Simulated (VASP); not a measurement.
# Na: relaxation of cell and atoms with LDA

The system is Na.

```
Na
1.0
     2.58849    0.00000    0.00000
     0.00000    2.58849    0.00000
     0.00000    0.00000    2.58849
Na
1
Direct
  0.00000 0.00000 0.00000
```

This isn't the form of Na at room conditions, which is bcc.

```
Program                : VASP 6.6.1
Task                   : relaxation of cell and atoms
Functional             : LDA
Potentials or basis    : VASP PAW LDA potentials, release 64 (Na_pv)
Cutoff                 : 600 eV
k mesh                 : 15 × 15 × 15
Occupations            : fermi-dirac, width 0.1 eV
Spin                   : no spin polarisation
Target pressure        : 22 GPa
Dipole correction      : no
Further INCAR settings : ALGO = Normal; EDIFF = 1e-06; IBRION = 2; EDIFFG = -0.005; NSW = 60; ISIF = 3
```

```yaml
Relaxed_volume: 17.00 Å³/atom
Relaxed_cell: a = 2.571 Å, b = 2.571 Å, c = 2.571 Å, α = 90.00°, β = 90.00°, γ = 90.00°
Space_group_after_relaxing_to_0.1_Å: Pm-3m (No. 221)
Energy_change_on_relaxing_the_run_minimises_the_enthalpy: +45.5 meV/atom
Ionic_steps: 5
Pressure_after_relaxing: 22.0 GPa
Band_gap_on_the_k_mesh: zero (an odd number of electrons rules out a gap without spin polarisation)
```

The path:
```tsv
step	energy change (eV)	largest force (eV/Å)	pressure (GPa)	volume (Å³)
1	0.0000	0.0000	20.42	17.34
2	0.0572	0.0000	22.39	16.92
3	0.0425	0.0000	21.80	17.02
4	0.0475	0.0000	22.13	16.99
5	0.0455	0.0000	21.99	17.00
```

Final structure:
```
Na
1.0
     2.57135    0.00000    0.00000
     0.00000    2.57135    0.00000
     0.00000    0.00000    2.57135
Na
1
Direct
  0.00000 0.00000 0.00000
```

Levels at points of the mesh, in eV from the Fermi level:
```tsv
k point	band 2	band 3	band 4	band 5	band 6	band 7
(0.00, 0.00, 0.00)	-25.24	-25.24	-5.28	12.14	12.14	16.74
```

It took 22 s on 1 thread of Intel Xeon 8259CL (shared host), peak memory 0.13 GiB.

Caveat: the cell is relaxed towards a set pressure, so the run minimises the enthalpy, not the energy.
